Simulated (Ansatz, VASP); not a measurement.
SnO2: VASP beside Ansatz

INCAR

```
PREC = Accurate ; ENCUT = 520
EDIFF = 1E-6 ; ISMEAR = 0
SIGMA = 0.05 ; LREAL = False
LASPH = True ; NELM = 100
ALGO = Normal ; ISIF = 2
LWAVE = False ; LCHARG = True
GGA = PE ; IVDW = 12
LELF = True ; LVHAR = True
NBANDS = 64
```

File KPOINTS:

```
regular mesh
0
Gamma
  6 6 6
```

File POSCAR:

```
SnO2
1.0
    3.2373377712      1.8690778337      4.2908446647
   -3.2373377712      1.8690778337      4.2908446647
    0.0000000000     -3.7381556673      4.2908446647
Sn O
4 8
Direct
    0.8611587398      0.8665890171      0.8665890169
    0.3612049137      0.3665796864      0.8665927907
    0.3612049137      0.8665927910      0.3665796862
    0.8611730765      0.3665907056      0.3665907054
    0.1099264480      0.6267651682      0.6267651911
    0.6099564890      0.1268248310      0.6267794295
    0.6099564890      0.6267794066      0.1268248539
    0.6463230531      0.5894445031      0.5894444822
    0.1099440293      0.1268083030      0.1268083259
    0.1463826141      0.0893769302      0.5894329419
    0.1463826142      0.5894329629      0.0893769092
    0.6463234758      0.0894162634      0.0894162424
```

Input for Ansatz:

```yaml
crystal:
  lattice:
    - [3.2373377712, 1.8690778337, 4.2908446647]
    - [-3.2373377712, 1.8690778337, 4.2908446647]
    - [0.0, -3.7381556673, 4.2908446647]
  atoms:
    - { symbol: Sn, position: [0.8611587398, 0.8665890171, 0.8665890169] }
    - { symbol: Sn, position: [0.3612049137, 0.3665796864, 0.8665927907] }
    - { symbol: Sn, position: [0.3612049137, 0.866592791, 0.3665796862] }
    - { symbol: Sn, position: [0.8611730765, 0.3665907056, 0.3665907054] }
    - { symbol: O, position: [0.109926448, 0.6267651682, 0.6267651911] }
    - { symbol: O, position: [0.609956489, 0.126824831, 0.6267794295] }
    - { symbol: O, position: [0.609956489, 0.6267794066, 0.1268248539] }
    - { symbol: O, position: [0.6463230531, 0.5894445031, 0.5894444822] }
    - { symbol: O, position: [0.1099440293, 0.126808303, 0.1268083259] }
    - { symbol: O, position: [0.1463826141, 0.0893769302, 0.5894329419] }
    - { symbol: O, position: [0.1463826142, 0.5894329629, 0.0893769092] }
    - { symbol: O, position: [0.6463234758, 0.0894162634, 0.0894162424] }
basis:
  ecutwfc: 520.0
kpoints:
  mp_grid: { grid: [6, 6, 6] }
hamiltonian:
  xc: pbe
  pseudopotentials: { kind: paw, azcp: { folder: soft_1 } }
  dispersion: d3bj
scf:
  occupations: { method: gaussian, width: 0.05 }
output:
  forces: true
  stress: true
  eigenvalues: true
```

Change from the starting cell: mode 20 frozen in at +0.075 Å and mode 26 at -0.138 Å (largest displacements).

Alike in both runs: task single point; functional PBE; dispersion D3(BJ); k mesh 6 × 6 × 6; occupations gaussian, width 0.05 eV; no spin polarisation.

|  | VASP | Ansatz |
| --- | --- | --- |
| version | VASP 6.6.1 | Ansatz 0.2.0 |
| potentials or method | VASP PAW PBE potentials, release 64 (Sn_d, O), cutoff 520 eV | scalar-relativistic, plane waves, PAW |
| valence electrons in the cell | 104 | 104 |

VASP gave:

* gap on the k mesh at the Fermi level (eV): 1.43
* least direct gap on the mesh (eV): 1.43
* pressure (GPa): 5.0
* traceless stress, the component that is largest in VASP (GPa): -12.08
* rms of the force components (eV/Å): 1.405

Problem. Which values does Ansatz return?

Solution. gap on the k mesh at the Fermi level (eV): 1.46; least direct gap on the mesh (eV): 1.46; pressure (GPa): 4.3; traceless stress, the component that is largest in VASP (GPa): -11.90; rms of the force components (eV/Å): 1.378.

Atom by atom the forces differ by 0.037 eV/Å (rms over components).
